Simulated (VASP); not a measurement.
# GaN (Immm) in VASP: notebook, part 2 of 2

VASP 6.6.1. Earlier steps stand in the parts before.

## (4) Single point, LDA (strain +0.0025 x Voigt [0, 0, 0, 0, 1, 0])

INCAR reads:

```
SYSTEM = GaN
  PREC = Accurate
  ENCUT = 1330
  EDIFF = 1E-6
  ISMEAR = 0
  SIGMA = 0.03
  LREAL = .FALSE.
  LASPH = .TRUE.
  NELM = 120
  ALGO = Normal
  ISIF = 2
  LWAVE = .FALSE.
  LCHARG = .TRUE.
  GGA = CA
  LELF = .TRUE.
  LVHAR = .TRUE.
  NBANDS = 16
  GGA_COMPAT = .FALSE.
```

KPOINTS reads:

```
Automatic mesh
0
G
  14 14 14
  0 0 0
```

POSCAR reads:

```
GaN
1.0
    0.0026690438      2.1352350000      2.1352350000
    2.1379040438      0.0000000000      2.1379040438
    2.1352350000      2.1352350000      0.0026690438
Ga N
1 1
Direct
    0.0000000000      0.0000000000      0.0000000000
    0.5000000000      0.5000000000      0.5000000000
```

Potentials or basis: VASP PAW LDA potentials, release 64 (Ga_d, N_h).

The run is started by

```sh
$ cat potpaw_LDA.64/Ga_d/POTCAR potpaw_LDA.64/N_h/POTCAR > POTCAR
$ mpirun -np 1 vasp_std > vasp.out
```

OUTCAR:

```text
SYSTEM = GaN
   PREC = Accurate
   ENCUT = 1330
   EDIFF = 1E-6
   ISMEAR = 0
   LREAL = .FALSE.
   LASPH = .TRUE.
   NELM = 120
   ISIF = 2
   GGA = CA

 ion  position               nearest neighbor table
   1  0.000  0.000  0.000-   2 2.14   2 2.14   2 2.14   2 2.14   2 2.14   2 2.14
   2  0.500  0.500  0.500-   1 2.14   1 2.14   1 2.14   1 2.14   1 2.14   1 2.14

  LATTYP: Found a body centered orthorhombic cell.
 ALAT       =     3.0159036979
 B/A-ratio  =     1.0025031290
 C/A-ratio  =     1.4159835418

  Lattice vectors:

 A1 = (   0.0026690438,  -2.1352350000,   2.1352350000)
 A2 = (  -0.0026690438,  -2.1352350000,  -2.1352350000)
 A3 = (   2.1352350000,   2.1352350000,   0.0026690438)

Analysis of symmetry for initial positions (statically):
=====================================================================
 Subroutine PRICEL returns:
 Original cell was already a primitive cell.

 Routine SETGRP: Setting up the symmetry group for a
 body centered orthorhombic supercell.

 Subroutine GETGRP returns: Found  8 space group operations
 (whereof  8 operations were pure point group operations)
[... 158 lines left out ...]
  ext. energy  EPLUGINS =         0.00000000
  ---------------------------------------------------
  free energy    TOTEN  =       -13.04127114 eV

  energy without entropy =      -13.04127114  energy(sigma->0) =      -13.04127114

 E-fermi :   7.7745     XC(G=0): -13.3202

 val. band max:        7.6672307479   @ k =   0.1429   0.3571   0.1429
 cond. band min:       7.8792458879   @ k =   0.5000   0.0000   0.5000
 fundamental gap:      0.2120151400
 Fermi energy:         7.7744751871

 k-point     1 :       0.0000    0.0000    0.0000
  band No.  band energies     occupation
      1      -9.2359      2.00000
      2      -6.4513      2.00000
      3      -6.4509      2.00000
      4      -6.4504      2.00000
      5      -6.3611      2.00000
      6      -6.3611      2.00000
[... 433 lines left out ...]
      3      -6.4362      2.00000
      4      -6.4313      2.00000
      5      -6.3977      2.00000
      6      -6.3523      2.00000
[... 8 lines left out ...]
     15      24.4313      0.00000
     16      24.9117      0.00000

 [... further k-points ...]
[... 5 lines left out ...]
  --------------------------------------------------------------------------------------
  -------------------------------------------------------------------------------------
  Total       -1.5435084     -1.5426329     -1.5435084     -0.0000000      0.0000000     -0.0630601
  in kB     -127.0144756   -126.9424328   -127.0144756     -0.0000000      0.0000000     -5.1891844
  external PRESSURE =    -126.9904614 kB  Pullay stress =       0.0000000 kB

 VOLUME and BASIS-vectors are now :
 -----------------------------------------------------------------------------
  energy-cutoff  :     1330.00
  volume of cell :       19.47
      direct lattice vectors                 reciprocal lattice vectors
     0.002669044  2.135235000  2.135235000    -0.234459337  0.234166263  0.234459337
     2.137904044  0.000000000  2.137904044     0.233873920 -0.234166263  0.233873920
     2.135235000  2.135235000  0.002669044     0.234459337  0.234166263 -0.234459337

 POSITION                                       TOTAL-FORCE (eV/Angst)
 -----------------------------------------------------------------------------------
      0.00000      0.00000      0.00000         0.000000      0.000000     -0.000000
      2.13790      2.13524      2.13790        -0.000000      0.000000      0.000000
 -----------------------------------------------------------------------------------
    total drift:                                0.000000      0.000000      0.000000

  FREE ENERGIE OF THE ION-ELECTRON SYSTEM (eV)
  ---------------------------------------------------
  free  energy   TOTEN  =       -13.0412711434 eV

  energy  without entropy=      -13.0412711432  energy(sigma->0) =      -13.04127114
```

Run time: 5.4 min. Hardware: 1 thread of Intel Xeon Platinum 8259CL at 2.50GHz (Skylake/Cascade Lake), shared host; peak memory 0.61 GiB.

Results:

```
Free energy            : -13.0413 eV
Pressure               : -12.7 GPa
Band gap on the k mesh : 0.21 eV (least direct gap 2.43 eV)
```

Stress tensor (GPa, compression positive):
```
-12.70   0.00  -0.52
  0.00 -12.69   0.00
 -0.52   0.00 -12.70
```

Caveat: the cell differs from its parent crystal (strain +0.0025 x Voigt [0, 0, 0, 0, 1, 0]); the cell stands under tension; semilocal functionals underestimate gaps, and a narrow one can read as zero.

## (5) Single point, LDA (strain +0.0175 x Voigt [0, 0, 0, 0, 1, 0])

INCAR reads:

```
SYSTEM = GaN
  PREC = Accurate
  ENCUT = 1330
  EDIFF = 1E-6
  ISMEAR = 0
  SIGMA = 0.03
  LREAL = .False.
  LASPH = .True.
  NELM = 120
  ALGO = Normal
  ISIF = 2
  LWAVE = .False.
  LCHARG = .True.
  LELF = .True.
  LVHAR = .True.
  NBANDS = 16
  GGA_COMPAT = .False.
```

KPOINTS reads:

```
regular mesh
0
Gamma
  14 14 14
  0 0 0
```

POSCAR reads:

```
GaN
1.0
    0.0186833063      2.1352350000      2.1352350000
    2.1539183062      0.0000000000      2.1539183062
    2.1352350000      2.1352350000      0.0186833063
Ga N
1 1
Direct
    0.0000000000      0.0000000000      0.0000000000
    0.5000000000      0.5000000000      0.5000000000
```

The run is started by

```sh
$ cat potpaw_LDA.64/Ga_d/POTCAR potpaw_LDA.64/N_h/POTCAR > POTCAR
$ mpirun -np 1 vasp_std > vasp.out
```

Wall time 6.3 min (1 thread of Intel Xeon Platinum 8259CL at 2.50GHz (Skylake/Cascade Lake), shared host); peak memory 0.6 GiB.

Results (log left out):

```
Free energy            : -13.0376 eV
Pressure               : -12.7 GPa
Band gap on the k mesh : 0.14 eV (least direct gap 2.33 eV)
```

Stress tensor (GPa, compression positive):
```
-12.65   0.00  -3.65
  0.00 -12.73   0.00
 -3.65   0.00 -12.65
```

Levels at points of the mesh, in eV from the valence-band top:
| k point | band 6 | band 7 | band 8 | band 9 | band 10 | band 11 | band 12 | band 13 |
| --- | --- | --- | --- | --- | --- | --- | --- | --- |
| (0.00, 0.00, 0.00) | -14.09 | -0.68 | -0.57 | -0.46 | 1.87 | 14.14 | 14.41 | 14.66 |
| (0.50, 0.00, 0.00) | -13.82 | -8.19 | -0.32 | -0.25 | 4.35 | 8.47 | 8.59 | 8.76 |
| (0.00, 0.50, 0.00) | -13.89 | -8.33 | -0.24 | -0.17 | 4.56 | 8.71 | 8.74 | 8.83 |
| (0.50, 0.50, 0.00) | -11.00 | -7.02 | -3.04 | -3.04 | 0.15 | 7.65 | 11.37 | 13.80 |
| (0.50, 0.00, 0.50) | -11.00 | -7.02 | -3.20 | -2.87 | 0.14 | 7.67 | 11.39 | 13.74 |

Caveat: the cell differs from its parent crystal (strain +0.0175 x Voigt [0, 0, 0, 0, 1, 0]); the cell stands under tension; semilocal functionals underestimate gaps, and a narrow one can read as zero. A k mesh can miss the band edges.

## (6) Summary

| cell | gap on the mesh (eV) | pressure (GPa) |
| --- | --- | --- |
| a = 3.020, b = 3.031 Å, angles 59.9, 59.8, 59.9°, 2 atoms | 0.19 | -12.7 |
| a = 3.020, b = 3.005 Å, angles 60.2, 60.3, 60.2°, 2 atoms | 0.18 | -12.7 |
| a = 3.020, b = 3.023 Å, angles 60.0°, 2 atoms | 0.21 | -12.7 |
| a = 3.020, b = 3.046 Å, angles 59.7, 59.4, 59.7°, 2 atoms | 0.14 | -12.7 |

Alike in all rows: task single point; level LDA; potentials or basis VASP PAW LDA potentials, release 64 (Ga_d, N_h); no spin polarisation; k mesh 14 × 14 × 14; cutoff (eV) 1330; smearing gaussian 0.03 eV.

Caveats: the cell stands under tension; semilocal functionals underestimate gaps, and a narrow one can read as zero.

Absolute energies hang on the potentials; compare differences alone.
